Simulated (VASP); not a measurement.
A run of VASP 6.6.1:

The input INCAR:

```
PREC = Accurate
ENCUT = 520
EDIFF = 1E-6
ISMEAR = 0
SIGMA = 0.05
LREAL = F
LASPH = T
NELM = 80
ALGO = Normal
ISIF = 2
LWAVE = F
LCHARG = F
GGA = PE
IBRION = 2
NSW = 80
EDIFFG = -0.003
```

KPOINTS

```
Automatic mesh
0
Gamma
  9 9 9
```

POSCAR

```
NbP
1.0
   -1.6749232544      1.6749232544      5.7401081759
    1.6749232544     -1.6749232544      5.7401081759
    1.6749232544      1.6749232544     -5.7401081759
Nb P
2 2
Direct
    0.4998808000      0.4998808000      0.0000000000
    0.2498808000      0.7498808000      0.5000000000
    0.0827477700      0.0827477700      0.0000000000
    0.8327477700      0.3327477700      0.5000000000
```

Potentials or basis: VASP PAW PBE potentials, release 64 (Nb_sv, P).

The run is started by

```sh
$ cat potpaw_PBE.64/Nb_sv/POTCAR potpaw_PBE.64/P/POTCAR > POTCAR
$ mpirun -np 1 vasp_std > vasp.out
```

Hardware: 1 thread of Intel(R) Xeon(R) Platinum 8488C (Sapphire Rapids) (shared host).

Q: Estimate the wall time of this run.

A: Run time: 3.1 min on 1 thread of Intel(R) Xeon(R) Platinum 8488C (Sapphire Rapids) (shared host), peak memory 0.37 GiB. Counts: scf iterations 16, k points 75, ion steps 2.
